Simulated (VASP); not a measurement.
# LiH (P6_3/mmc) in VASP: a series of runs

Aim: see how the results for LiH move with the level of theory and the settings. Levels: PBE, r2SCAN, HSE06. Tasks: single point.

All numbers are computed with VASP 6.6.1; they aren't measurements. Logs are shortened: lines on timing, memory, paths and dates and some standing lists are left out, and cuts for length are marked.

### Step 1. The cell of the first run

It takes space group P6_3/mmc (No. 194, hexagonal). Conventional cell: a = 3.256 Å, b = 3.256 Å, c = 4.068 Å, α = 90.00°, β = 90.00°, γ = 120.00°. Within 2.5 Å of Li (site symmetry -6m2) lie 5 H at 1.88 to 2.03 Å. H (site symmetry -6m2) has 5 Li at 1.88 to 2.03 Å within 2.5 Å.

### Step 2. Single point, PBE

INCAR reads:

```
ALGO = Normal
EDIFF = 1E-7
ENCUT = 520
GGA = PE
ISIF = 2
ISMEAR = 0
LASPH = T
LCHARG = F
LREAL = F
LWAVE = F
NBANDS = 12
NELM = 60
PREC = Accurate
SIGMA = 0.01
```

KPOINTS reads:

```
k-points
0
Gamma
  9 9 6
```

POSCAR reads:

```
LiH
1.0
    3.2558297534      0.0000000000      0.0000000000
   -1.6279148767      2.8196312768      0.0000000000
    0.0000000000      0.0000000000      4.0684421498
Li H
2 2
Direct
    0.3333333333      0.6666666667     -0.0625093452
    0.6666666667      0.3333333333      0.4374906548
    0.3333333333      0.6666666667      0.4375093452
    0.6666666667      0.3333333333      0.9375093452
```

Potentials or basis: VASP PAW PBE potentials, release 64 (Li_sv, H).

On the command line:

```sh
$ cat potpaw_PBE.64/Li_sv/POTCAR potpaw_PBE.64/H/POTCAR > POTCAR
$ mpirun -np 1 vasp_std > vasp.out
```

OUTCAR:

```text
EDIFF = 1E-7
   ENCUT = 520
   GGA = PE
   ISIF = 2
   ISMEAR = 0
   LASPH = T
   LREAL = F
   NELM = 60
   PREC = Accurate

 ion  position               nearest neighbor table
   1  0.333  0.667  0.937-
   2  0.667  0.333  0.437-
   3  0.333  0.667  0.438-
   4  0.667  0.333  0.938-

  LATTYP: Found a hexagonal cell.
 ALAT       =     3.2558297534
 C/A-ratio  =     1.2495868820

  Lattice vectors:

 A1 = (   3.2558297534,   0.0000000000,   0.0000000000)
 A2 = (  -1.6279148767,   2.8196312768,   0.0000000000)
 A3 = (   0.0000000000,   0.0000000000,   4.0684421498)

Analysis of symmetry for initial positions (statically):
=====================================================================
 Subroutine PRICEL returns:
 Original cell was already a primitive cell.

 Routine SETGRP: Setting up the symmetry group for a
 hexagonal supercell.

 Subroutine GETGRP returns: Found 12 space group operations
 (whereof  6 operations were pure point group operations)
 out of a pool of 24 trial point group operations.

The static configuration has the point symmetry C_3v.
 The point group associated with its full space group is C_6v.

Analysis of symmetry for dynamics (positions and initial velocities):
=====================================================================
 Subroutine PRICEL returns:
 Original cell was already a primitive cell.

 Routine SETGRP: Setting up the symmetry group for a
 hexagonal supercell.

 Subroutine GETGRP returns: Found 12 space group operations
 (whereof  6 operations were pure point group operations)
 out of a pool of 24 trial point group operations.

The dynamic configuration has the point symmetry C_3v.
 The point group associated with its full space group is C_6v.

 Subroutine INISYM returns: Found 12 space group operations
 (whereof  6 operations are pure point group operations),
 and found     1 'primitive' translations

----------------------------------------------------------------------------------------

                                     Primitive cell

  volume of cell :      37.3493

  direct lattice vectors                    reciprocal lattice vectors
     3.255829753  0.000000000  0.000000000     0.307141367  0.177328151  0.000000000
    -1.627914877  2.819631277  0.000000000     0.000000000  0.354656301  0.000000000
     0.000000000  0.000000000  4.068442150     0.000000000  0.000000000  0.245794327

  length of vectors
     3.255829753  3.255829753  4.068442150     0.354656301  0.354656301  0.245794327

  position of ions in fractional coordinates (direct lattice)
     0.333333333  0.666666667  0.937490655
     0.666666667  0.333333333  0.437490655
     0.333333333  0.666666667  0.437509345
     0.666666667  0.333333333  0.937509345

  ion indices of the primitive-cell ions
   primitive index   ion index
                 1           1
                 2           2
                 3           3
                 4           4

----------------------------------------------------------------------------------------

 KPOINTS: k-points

Automatic generation of k-mesh.
 Grid dimensions read from file:
 generate k-points for:    9    9    6

 Generating k-lattice:

  Cartesian coordinates                     Fractional coordinates (reciprocal lattice)
     0.034126819  0.019703128  0.000000000     0.111111111  0.000000000  0.000000000
     0.000000000  0.039406256  0.000000000     0.000000000  0.111111111  0.000000000
     0.000000000  0.000000000  0.040965721     0.000000000  0.000000000  0.166666667

  Length of vectors
     0.039406256  0.039406256  0.040965721

  Shift w.r.t. Gamma in fractional coordinates (k-lattice)
     0.000000000  0.000000000  0.000000000

 Subroutine IBZKPT returns following result:
 ===========================================

 Found     48 irreducible k-points:

 Following reciprocal coordinates:
            Coordinates               Weight
  0.000000  0.000000  0.000000      1.000000
  0.111111 -0.000000  0.000000      6.000000
  0.222222 -0.000000  0.000000      6.000000
  0.333333 -0.000000  0.000000      6.000000
  0.444444 -0.000000  0.000000      6.000000
  0.111111  0.111111  0.000000      6.000000
[... 16 lines left out ...]
  0.333333  0.222222  0.166667     24.000000
  0.333333  0.333333  0.166667      4.000000
 [... further k-points ...]
   k-points           NKPTS =     48   k-points in BZ     NKDIM =     48   number of bands    NBANDS=     12
   number of dos      NEDOS =    301   number of ions     NIONS =      4
   total plane-waves  NPLWV =  17280
   dimension x,y,z NGX =    24 NGY =   24 NGZ =   30
   dimension x,y,z NGXF=    48 NGYF=   48 NGZF=   60
   ions per type =               2   2
   NGX,Y,Z   is equivalent  to a cutoff of  12.25, 12.25, 12.26 a.u.
   NGXF,Y,Z  is equivalent  to a cutoff of  24.51, 24.51, 24.52 a.u.
 SYSTEM =  unknown system
   PREC   = accura    normal or accurate (medium, high low for compatibility)
   ISTART =      0    job   : 0-new  1-cont  2-samecut
   ICHARG =      2    charge: 1-file 2-atom 10-const
   ISPIN  =      1    spin polarized calculation?
   LNONCOLLINEAR =      F non collinear calculations
   LSORBIT =      F    spin-orbit coupling
   LASPH  =      T    aspherical Exc in radial PAW
   ENCUT  =  520.0 eV  38.22 Ry    6.18 a.u.   6.05  6.05  7.56*2*pi/ulx,y,z
   NELM   =     60;   NELMIN=  2; NELMDL= -5     # of ELM steps
   EDIFF  = 0.1E-06   stopping-criterion for ELM
   LREAL  =      F    real-space projection
   EDIFFG = 0.1E-05   stopping-criterion for IOM
   NSW    =      0    number of steps for IOM
   IBRION =     -1    ionic relax: 0-MD 1-quasi-New 2-CG
   NFREE  =      0    steps in history (QN), initial steepest desc. (CG)
   ISIF   =      2    stress and relaxation
   ISYM   =      2    0-nonsym 1-usesym 2-fastsym
   POTIM  = 0.5000    time-step for ionic-motion
   TEBEG  =    0.0;   TEEND  =   0.0 temperature during run
   PSTRESS=    0.0 pullay stress
   NELECT =       8.0000    total number of electrons
   NUPDOWN=      -1.0000    fix difference up-down
   EMIN   =  10.00;   EMAX   =-10.00  energy-range for DOS
   EFERMI =   0.00;   METHOD = LEGACY
   ISMEAR =     0;   SIGMA  =   0.01  broadening in eV -4-tet -1-fermi 0-gaus
   EFERMI_NEDOS =   21; number of points for ismear=-14 and -15
   IALGO  =     38    algorithm
   IMIX   =      4    mixing-type and parameters
     AMIX     =   0.40;   BMIX     =  1.00
     AMIX_MAG =   1.60;   BMIX_MAG =  1.00
  volume/ion in A,a.u.               =       9.34        63.01
  Fermi-wavevector in a.u.,A,eV,Ry     =   0.979514  1.851014 13.054086  0.959448
  Thomas-Fermi vector in A             =   2.110373
   LORBIT       =      0    0 simple, 1 ext, 2 COOP (PROOUT), +10 PAW based schemes
   GGA     = PE    functional components
   LHFCALC =     F    Hartree Fock is set to
   AEXX    =    0.0000 exact exchange contribution
   IVDW    =     0    specifies the selected vdW correction
   LEPSILON=     F    determine dielectric tensor
   LRPA    =     F    only Hartree local field effects (RPA)
 non-spin polarized calculation
 Gauss-broadening in eV      SIGMA  =   0.01
  energy-cutoff  :      520.00
  volume of cell :       37.35
 maximum number of plane-waves:      1038
   NGX = 13   NGY = 13   NGZ = 15

 number of electron       8.0000004 magnetization

 Free energy of the ion-electron system (eV)
  ---------------------------------------------------
  ext. energy  EPLUGINS =         0.00000000
  ---------------------------------------------------
  free energy    TOTEN  =       -12.16249286 eV

  energy without entropy =      -12.16249286  energy(sigma->0) =      -12.16249286

 E-fermi :  -0.0774     XC(G=0):  -7.8810

 val. band max:       -0.1656333265   @ k =   0.0000   0.0000   0.0000
 cond. band min:       1.6644420551   @ k =   0.3333   0.3333   0.0000
 fundamental gap:      1.8300753815
 Fermi energy:        -0.0773864217

 k-point     1 :       0.0000    0.0000    0.0000
  band No.  band energies     occupation
      1     -44.7910      2.00000
      2     -44.7338      2.00000
      3      -5.3936      2.00000
      4      -0.1656      2.00000
      5       2.9049      0.00000
      6      10.5178      0.00000
      7      10.5178      0.00000
      8      11.2052      0.00000
      9      13.2192      0.00000
     10      13.2192      0.00000
     11      14.9228      0.00000
     12      17.5937      0.00000

 k-point     2 :       0.1111   -0.0000    0.0000
  band No.  band energies     occupation
      1     -44.7886      2.00000
      2     -44.7344      2.00000
      3      -5.2481      2.00000
      4      -0.2435      2.00000
      5       3.1273      0.00000
      6       8.9410      0.00000
      7       9.6586      0.00000
      8      10.9138      0.00000
      9      14.3560      0.00000
     10      14.5850      0.00000
     11      14.6485      0.00000
     12      16.2711      0.00000

 k-point     3 :       0.2222   -0.0000    0.0000
  band No.  band energies     occupation
      1     -44.7822      2.00000
      2     -44.7367      2.00000
      3      -4.8145      2.00000
      4      -0.5187      2.00000
      5       3.7900      0.00000
      6       6.6820      0.00000
      7       8.4787      0.00000
      8      10.7288      0.00000
      9      13.7233      0.00000
     10      14.0841      0.00000
     11      15.1941      0.00000
     12      15.2238      0.00000
[... 286 lines left out ...]
 k-point    23 :       0.3333    0.2222    0.1667
  band No.  band energies     occupation
      1     -44.7604      2.00000
      2     -44.7492      2.00000
      3      -2.8334      2.00000
      4      -1.9261      2.00000
      5       2.5117      0.00000
      6       6.4808      0.00000
      7       7.8543      0.00000
      8       9.2399      0.00000
      9      10.3483      0.00000
     10      12.2021      0.00000
     11      15.0221      0.00000
     12      16.1645      0.00000

 k-point    24 :       0.3333    0.3333    0.1667
  band No.  band energies     occupation
      1     -44.7544      2.00000
      2     -44.7544      2.00000
      3      -2.2599      2.00000
      4      -2.2599      2.00000
      5       1.9140      0.00000
      6       7.6488      0.00000
      7       7.6488      0.00000
      8       7.7917      0.00000
      9      11.5551      0.00000
     10      11.5551      0.00000
     11      14.1898      0.00000
     12      17.7661      0.00000

 [... further k-points ...]
[... 5 lines left out ...]
  --------------------------------------------------------------------------------------
  -------------------------------------------------------------------------------------
  Total       -0.0455582     -0.0455582     -0.0357653      0.0000000      0.0000000      0.0000000
  in kB       -1.9543176     -1.9543176     -1.5342280      0.0000000      0.0000000      0.0000000
  external PRESSURE =      -1.8142877 kB  Pullay stress =       0.0000000 kB

 VOLUME and BASIS-vectors are now :
 -----------------------------------------------------------------------------
  energy-cutoff  :      520.00
  volume of cell :       37.35
      direct lattice vectors                 reciprocal lattice vectors
     3.255829753  0.000000000  0.000000000     0.307141367  0.177328151  0.000000000
    -1.627914877  2.819631277  0.000000000     0.000000000  0.354656301  0.000000000
     0.000000000  0.000000000  4.068442150     0.000000000  0.000000000  0.245794327

 POSITION                                       TOTAL-FORCE (eV/Angst)
 -----------------------------------------------------------------------------------
     -0.00000      1.87975      3.81413        -0.000000     -0.000000     -0.000112
      1.62791      0.93988      1.77991         0.000000      0.000000     -0.000112
     -0.00000      1.87975      1.77998         0.000000      0.000000      0.000112
      1.62791      0.93988      3.81420        -0.000000     -0.000000      0.000112
 -----------------------------------------------------------------------------------
    total drift:                               -0.000000     -0.000000     -0.000416

  FREE ENERGIE OF THE ION-ELECTRON SYSTEM (eV)
  ---------------------------------------------------
  free  energy   TOTEN  =       -12.1624928615 eV

  energy  without entropy=      -12.1624928615  energy(sigma->0) =      -12.16249286
```

Wall time 39 s (1 thread of AMD EPYC 7R43 (Zen 3), shared host); peak memory 0.11 GiB.

Results:

```
Free energy            : -12.1625 eV
Band gap on the k mesh : 1.83 eV, indirect (least direct gap 3.07 eV)
```

Levels at points of the mesh, in eV from the valence-band top:
```
           k point  band 1  band 2  band 3  band 4  band 5  band 6  band 7  band 8
(0.00, 0.00, 0.00)  -44.63  -44.57   -5.23    0.00    3.07   10.68   10.68   11.37
(0.00, 0.00, 0.50)  -44.60  -44.60   -3.72   -3.72    9.55    9.55   12.70   12.70
```

Caveat: the cutoff is under 1.25 times the usual one of these potentials, so pressure, stress and relaxed cells hold a basis-set (Pulay) error. A k mesh can miss the band edges.

### Step 3. Single point, r2SCAN

POSCAR is that of step 2.

INCAR.step1 reads:

```
ALGO = Normal
EDIFF = 1E-4
ENCUT = 520
GGA = PE
ISMEAR = 0
LASPH = True
LCHARG = False
LREAL = False
LWAVE = True
NBANDS = 12
NELM = 60
PREC = Accurate
SIGMA = 0.01
```

INCAR.step2 reads:

```
ALGO = Normal
EDIFF = 1E-6
ENCUT = 520
ISIF = 2
ISMEAR = 0
ISTART = 1
LASPH = True
LCHARG = False
LMIXTAU = True
LREAL = False
LWAVE = False
METAGGA = R2SCAN
NBANDS = 12
NELM = 60
PREC = Accurate
SIGMA = 0.01
```

KPOINTS is that of step 2.

Potentials or basis: VASP PAW PBE potentials, release 64 (Li_sv, H).

On the command line:

```sh
$ cat potpaw_PBE.64/Li_sv/POTCAR potpaw_PBE.64/H/POTCAR > POTCAR
$ cp INCAR.step1 INCAR
$ mpirun -np 1 vasp_std > vasp.out
$ cp INCAR.step2 INCAR
$ mpirun -np 1 vasp_std > vasp.out
```

Wall time 2.1 min (1 thread of AMD EPYC 7R43 (Zen 3), shared host); peak memory 0.12 GiB.

It converged, with:

```yaml
Free_energy: -13.5349 eV
Largest_force: 0.034 eV/Å
Band_gap_on_the_k_mesh: 2.30 eV, indirect (least direct gap 3.61 eV)
```

Forces on the atoms (eV/Å):
```
Li   0.000  0.000 -0.034
Li   0.000  0.000 -0.034
H    0.000  0.000  0.034
H    0.000  0.000  0.034
```

Levels at points of the mesh, in eV from the valence-band top:
```csv
k point,band 1,band 2,band 3,band 4,band 5,band 6,band 7,band 8
"(0.00, 0.00, 0.00)",-46.05,-46.00,-5.27,0.00,3.61,11.63,11.63,12.31
"(0.00, 0.00, 0.50)",-46.03,-46.03,-3.73,-3.73,10.33,10.33,13.85,13.85
```

Caveat: the cutoff is under 1.25 times the usual one of these potentials, so pressure, stress and relaxed cells hold a basis-set (Pulay) error; the PAW data sets were made with another functional, which shifts forces and pressure a little. r2SCAN opens gaps a little over a GGA but as a rule still falls short of measured ones.

### Step 4. Single point, HSE06

POSCAR is that of step 3.

INCAR.step1 reads:

```
SYSTEM = LiH
PREC = Accurate
ENCUT = 520
EDIFF = 1E-5
ISMEAR = 0
SIGMA = 0.01
LREAL = .FALSE.
LASPH = .TRUE.
NELM = 80
ALGO = Normal
ISIF = 2
LWAVE = .TRUE.
LCHARG = .FALSE.
NBANDS = 12
GGA = PE
```

INCAR.step2 reads:

```
SYSTEM = LiH
PREC = Accurate
ENCUT = 520
EDIFF = 1E-6
ISMEAR = 0
SIGMA = 0.01
LREAL = .FALSE.
LASPH = .TRUE.
NELM = 80
ALGO = Normal
ISIF = 2
LWAVE = .FALSE.
LCHARG = .FALSE.
GGA = PE
LHFCALC = .TRUE.
HFSCREEN = 0.2079
PRECFOCK = Normal
NBANDS = 12
ISTART = 1
```

KPOINTS reads:

```
regular mesh
0
G
  6 6 4
  0 0 0
```

On the command line:

```sh
$ cat potpaw_PBE.64/Li_sv/POTCAR potpaw_PBE.64/H/POTCAR > POTCAR
$ cp INCAR.step1 INCAR
$ mpirun -np 1 vasp_std > vasp.out
$ cp INCAR.step2 INCAR
$ mpirun -np 1 vasp_std > vasp.out
```

Wall time 14 min (1 thread of AMD EPYC 7R43 (Zen 3), shared host); peak memory 0.22 GiB.

Results (log left out):

```yaml
Free_energy: -13.4691 eV
Band_gap_on_the_k_mesh: 2.73 eV, indirect (least direct gap 4.05 eV)
```

Levels at points of the mesh, in eV from the valence-band top:
| k point | band 2 | band 3 | band 4 | band 5 | band 6 | band 7 |
| --- | --- | --- | --- | --- | --- | --- |
| (0.00, 0.00, 0.00) | -47.58 | -5.82 | 0.00 | 4.05 | 12.04 | 12.04 |
| (0.50, 0.00, 0.00) | -47.59 | -3.09 | -2.16 | 5.46 | 7.96 | 8.52 |
| (0.00, 0.00, 0.50) | -47.61 | -4.10 | -4.10 | 10.90 | 10.90 | 14.12 |
| (0.50, 0.00, 0.50) | -47.60 | -2.64 | -2.64 | 5.28 | 5.28 | 10.78 |

Caveat: the cutoff is under 1.25 times the usual one of these potentials, so pressure, stress and relaxed cells hold a basis-set (Pulay) error; the PAW data sets were made with another functional, which shifts forces and pressure a little. A k mesh can miss the band edges.

### Step 5. Summary

```tsv
level	k mesh	grid for exact exchange (PRECFOCK)	screening parameter	gap on the mesh (eV)
PBE	9 × 9 × 6	-	-	1.83
r2SCAN	9 × 9 × 6	-	-	2.30
HSE06	6 × 6 × 4	Normal	0.2079 1/Å	2.73
```

Alike in all rows: task single point; potentials or basis VASP PAW PBE potentials, release 64 (Li_sv, H); no spin polarisation; cell as given; cutoff (eV) 520; smearing gaussian 0.01 eV.

On the cell as given the gap runs from 1.83 eV (PBE) to 2.73 eV (HSE06); the meshes differ, which moves gaps too.

Caveats: the cutoff is under 1.25 times the usual one of these potentials, so pressure, stress and relaxed cells hold a basis-set (Pulay) error; the PAW data sets were made with another functional, which shifts forces and pressure a little (some runs).

Total energies depend on the potentials used, so only differences within one code and one set of settings carry meaning.
